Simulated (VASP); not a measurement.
# HfO2 (Fm-3m) in VASP: single point with PBE

Aim: the single point of HfO2 with PBE.

All numbers are computed with VASP 6.6.1; they aren't measurements. Logs are shortened: lines on timing, memory, paths and dates and some standing lists are left out, and cuts for length are marked.

## (1) The cell of the first run

The structure is cubic, space group Fm-3m (No. 225). Conventional cell: a = 5.098 Å, b = 5.098 Å, c = 5.098 Å, α = 90.00°, β = 90.00°, γ = 90.00°. Within 2.9 Å of Hf (site symmetry m-3m) lie 8 O at 2.21 Å. O (site symmetry -43m) has 4 Hf at 2.21 Å and 6 O at 2.55 Å within 2.9 Å.

## (2) Single point, PBE

Input file INCAR:

```
SYSTEM = HfO2
  ALGO = Normal
  EDIFF = 1E-6
  ENCUT = 520
  GGA = PE
  ISIF = 2
  ISMEAR = 0
  LASPH = .TRUE.
  LCHARG = .FALSE.
  LREAL = .FALSE.
  LWAVE = .FALSE.
  NBANDS = 56
  NELM = 100
  PREC = Accurate
  SIGMA = 0.05
```

Input file KPOINTS:

```
k-points
0
G
  6 6 6
  0 0 0
```

Input file POSCAR:

```
HfO2
1.0
    5.0976115520      0.0000000000      0.0000000000
    0.0000000000     -5.0976115520      0.0000000000
    0.0000000000      0.0000000000     -5.0976115520
Hf O
4 8
Direct
    0.0000000000      0.0000000000      0.0000000000
    0.5000000000      0.5000000000      0.0000000000
    0.5000000000      0.0000000000      0.5000000000
    0.0000000000      0.5000000000      0.5000000000
    0.2500000000      0.2500000000      0.2500000000
    0.7500000000      0.7500000000      0.2500000000
    0.7500000000      0.2500000000      0.7500000000
    0.2500000000      0.7500000000      0.7500000000
    0.7500000000      0.7500000000      0.7500000000
    0.2500000000      0.2500000000      0.7500000000
    0.2500000000      0.7500000000      0.2500000000
    0.7500000000      0.2500000000      0.2500000000
```

Potentials or basis: VASP PAW PBE potentials, release 64 (Hf_pv, O).

Launch:

```sh
cat potpaw_PBE.64/Hf_pv/POTCAR potpaw_PBE.64/O/POTCAR > POTCAR
mpirun -np 1 vasp_std > vasp.out
```

OUTCAR:

```text
SYSTEM = HfO2
   EDIFF = 1E-6
   ENCUT = 520
   GGA = PE
   ISIF = 2
   ISMEAR = 0
   LASPH = .TRUE.
   LREAL = .FALSE.
   NELM = 100
   PREC = Accurate

 ion  position               nearest neighbor table
   1  0.000  0.000  0.000-   5 2.21   6 2.21   7 2.21   8 2.21   9 2.21  10 2.21  11 2.21  12 2.21
                             4 3.60   2 3.60   3 3.60   3 3.60   4 3.60   2 3.60   4 3.60   4 3.60
   2  0.500  0.500  0.000-   5 2.21   6 2.21   7 2.21   8 2.21   9 2.21  10 2.21  11 2.21  12 2.21
                             4 3.60   1 3.60   3 3.60   3 3.60   4 3.60   1 3.60   3 3.60   3 3.60
   3  0.500  0.000  0.500-   5 2.21   6 2.21   7 2.21   8 2.21   9 2.21  10 2.21  11 2.21  12 2.21
                             4 3.60   1 3.60   2 3.60   1 3.60   2 3.60   2 3.60   4 3.60   2 3.60
   4  0.000  0.500  0.500-   5 2.21   6 2.21   7 2.21   8 2.21   9 2.21  10 2.21  11 2.21  12 2.21
                             3 3.60   1 3.60   2 3.60   1 3.60   2 3.60   1 3.60   3 3.60   1 3.60
   5  0.250  0.250  0.250-   1 2.21   2 2.21   3 2.21   4 2.21
   6  0.750  0.750  0.250-   1 2.21   2 2.21   3 2.21   4 2.21
   7  0.750  0.250  0.750-   1 2.21   2 2.21   3 2.21   4 2.21
   8  0.250  0.750  0.750-   1 2.21   2 2.21   3 2.21   4 2.21
   9  0.750  0.750  0.750-   1 2.21   2 2.21   3 2.21   4 2.21
  10  0.250  0.250  0.750-   1 2.21   2 2.21   3 2.21   4 2.21
  11  0.250  0.750  0.250-   1 2.21   2 2.21   3 2.21   4 2.21
  12  0.750  0.250  0.250-   1 2.21   2 2.21   3 2.21   4 2.21

  LATTYP: Found a simple cubic cell.
 ALAT       =     5.0976115520

  Lattice vectors:

 A1 = (   5.0976115520,   0.0000000000,   0.0000000000)
 A2 = (   0.0000000000,  -5.0976115520,   0.0000000000)
 A3 = (   0.0000000000,   0.0000000000,  -5.0976115520)

Analysis of symmetry for initial positions (statically):
=====================================================================
 Subroutine PRICEL returns following result:

  LATTYP: Found a face centered cubic cell.
 ALAT       =     5.0976115520

  Lattice vectors:

 A1 = (   2.5488057760,   2.5488057760,   0.0000000000)
 A2 = (   2.5488057760,   0.0000000000,  -2.5488057760)
 A3 = (   0.0000000000,   2.5488057760,  -2.5488057760)

   4 primitive cells build up your supercell.

 Routine SETGRP: Setting up the symmetry group for a
 simple cubic supercell.

 Subroutine GETGRP returns: Found 48 space group operations
 (whereof 48 operations were pure point group operations)
 out of a pool of 48 trial point group operations.

The static configuration has the point symmetry O_h .

[... 132 lines left out ...]
   EMIN   =  10.00;   EMAX   =-10.00  energy-range for DOS
   EFERMI =   0.00;   METHOD = LEGACY
   ISMEAR =     0;   SIGMA  =   0.05  broadening in eV -4-tet -1-fermi 0-gaus
   EFERMI_NEDOS =   21; number of points for ismear=-14 and -15
   IALGO  =     38    algorithm
   IMIX   =      4    mixing-type and parameters
     AMIX     =   0.40;   BMIX     =  1.00
     AMIX_MAG =   1.60;   BMIX_MAG =  1.00
  volume/ion in A,a.u.               =      11.04        74.49
  Fermi-wavevector in a.u.,A,eV,Ry     =   1.428463  2.699404 27.762775  2.040506
  Thomas-Fermi vector in A             =   2.548522
   LORBIT       =      0    0 simple, 1 ext, 2 COOP (PROOUT), +10 PAW based schemes
   GGA     = PE    functional components
   LHFCALC =     F    Hartree Fock is set to
   AEXX    =    0.0000 exact exchange contribution
   IVDW    =     0    specifies the selected vdW correction
   LEPSILON=     F    determine dielectric tensor
   LRPA    =     F    only Hartree local field effects (RPA)
 non-spin polarized calculation
 Gauss-broadening in eV      SIGMA  =   0.05
  energy-cutoff  :      520.00
  volume of cell :      132.46
 maximum number of plane-waves:      3596
 NGX is ok and might be reduce to    40
   NGX = 19   NGY = 19   NGZ = 19

 number of electron      88.0000064 magnetization

 Free energy of the ion-electron system (eV)
  ---------------------------------------------------
  ext. energy  EPLUGINS =         0.00000000
  ---------------------------------------------------
  free energy    TOTEN  =      -120.97383081 eV

  energy without entropy =     -120.97383081  energy(sigma->0) =     -120.97383081

 E-fermi :   4.4696     XC(G=0): -11.7515

 val. band max:        4.1405612575   @ k =   0.0000   0.0000   0.0000
 cond. band min:       7.8979279752   @ k =   0.0000   0.0000   0.0000
 fundamental gap:      3.7573667178
 Fermi energy:         4.4695788790

 k-point     1 :       0.0000    0.0000    0.0000
  band No.  band energies     occupation
      1     -26.0451      2.00000
      2     -26.0451      2.00000
      3     -26.0451      2.00000
      4     -25.7364      2.00000
      5     -25.7364      2.00000
      6     -25.7364      2.00000
[... 1169 lines left out ...]
     55      10.9718      0.00000
     56      10.9718      0.00000

------------------------ aborting loop because EDIFF is reached ----------------------------------------

  FORCE on cell =-STRESS in cart. coord.  units (eV):
  Direction    XX          YY          ZZ          XY          YZ          ZX
  --------------------------------------------------------------------------------------
  -------------------------------------------------------------------------------------
  Total       -3.0062749     -3.0062749     -3.0062749     -0.0000000     -0.0000000     -0.0000000
  in kB      -36.3612712    -36.3612712    -36.3612712     -0.0000000     -0.0000000     -0.0000000
  external PRESSURE =     -36.3612712 kB  Pullay stress =       0.0000000 kB

 VOLUME and BASIS-vectors are now :
 -----------------------------------------------------------------------------
  energy-cutoff  :      520.00
  volume of cell :      132.46
      direct lattice vectors                 reciprocal lattice vectors
     5.097611552  0.000000000  0.000000000     0.196170302  0.000000000  0.000000000
     0.000000000 -5.097611552  0.000000000     0.000000000 -0.196170302  0.000000000
     0.000000000  0.000000000 -5.097611552     0.000000000  0.000000000 -0.196170302

 POSITION                                       TOTAL-FORCE (eV/Angst)
 -----------------------------------------------------------------------------------
      0.00000      0.00000      0.00000        -0.000000     -0.000000      0.000000
      2.54881     -2.54881      0.00000        -0.000000      0.000000      0.000000
      2.54881      0.00000     -2.54881        -0.000000      0.000000      0.000000
      0.00000     -2.54881     -2.54881         0.000000      0.000000      0.000000
      1.27440     -1.27440     -1.27440         0.000000      0.000000      0.000000
      3.82321     -3.82321     -1.27440         0.000000      0.000000     -0.000000
      3.82321     -1.27440     -3.82321        -0.000000     -0.000000     -0.000000
      1.27440     -3.82321     -3.82321         0.000000     -0.000000      0.000000
      3.82321     -3.82321     -3.82321        -0.000000     -0.000000     -0.000000
      1.27440     -1.27440     -3.82321        -0.000000      0.000000      0.000000
      1.27440     -3.82321     -1.27440        -0.000000     -0.000000     -0.000000
      3.82321     -1.27440     -1.27440        -0.000000      0.000000      0.000000
 -----------------------------------------------------------------------------------
    total drift:                                0.000000     -0.000000     -0.000000

  FREE ENERGIE OF THE ION-ELECTRON SYSTEM (eV)
  ---------------------------------------------------
  free  energy   TOTEN  =      -120.9738308133 eV

  energy  without entropy=     -120.9738308133  energy(sigma->0) =     -120.97383081
```

OSZICAR:

```text
N       E                     dE             d eps       ncg     rms          rms(c)
DAV:   1     0.561129910573E+03    0.56113E+03   -0.50335E+04  2248   0.158E+03
DAV:   2    -0.108925223531E+03   -0.67006E+03   -0.64961E+03  2824   0.404E+02
DAV:   3    -0.143768308387E+03   -0.34843E+02   -0.34704E+02  2608   0.837E+01
DAV:   4    -0.144203178943E+03   -0.43487E+00   -0.43425E+00  2784   0.102E+01
DAV:   5    -0.144209035842E+03   -0.58569E-02   -0.58554E-02  2672   0.110E+00    0.925E+01
DAV:   6    -0.121350975528E+03    0.22858E+02   -0.11820E+02  2560   0.414E+01    0.818E+01
DAV:   7    -0.121077679411E+03    0.27330E+00   -0.54779E+00  2696   0.110E+01    0.556E+01
DAV:   8    -0.121036844011E+03    0.40835E-01   -0.92311E-01  2560   0.532E+00    0.158E+01
DAV:   9    -0.120974665615E+03    0.62178E-01   -0.28171E-01  2528   0.252E+00    0.363E+00
DAV:  10    -0.120973508198E+03    0.11574E-02   -0.18510E-02  2784   0.645E-01    0.130E-01
DAV:  11    -0.120973758971E+03   -0.25077E-03   -0.14477E-03  2640   0.178E-01    0.383E-01
DAV:  12    -0.120973826430E+03   -0.67459E-04   -0.27810E-04  2848   0.647E-02    0.324E-01
DAV:  13    -0.120973829138E+03   -0.27083E-05   -0.31178E-05  2712   0.250E-02    0.655E-02
DAV:  14    -0.120973830571E+03   -0.14326E-05   -0.20333E-06  1888   0.646E-03    0.294E-03
DAV:  15    -0.120973830813E+03   -0.24278E-06   -0.64005E-07  1648   0.312E-03
   1 F= -.12097383E+03 E0= -.12097383E+03  d E =-.613286E-22
```

Wall time 2.4 min (1 thread of Intel Xeon Platinum 8259CL at 2.50GHz (Skylake/Cascade Lake), shared host); peak memory 0.3 GiB.

What came out:

- Free energy: -120.9738 eV
- Pressure: -3.6 GPa
- Band gap on the k mesh: 3.76 eV

Caveat: the cell stands under tension; spin-orbit coupling is left out, which moves the levels of the heavy elements.
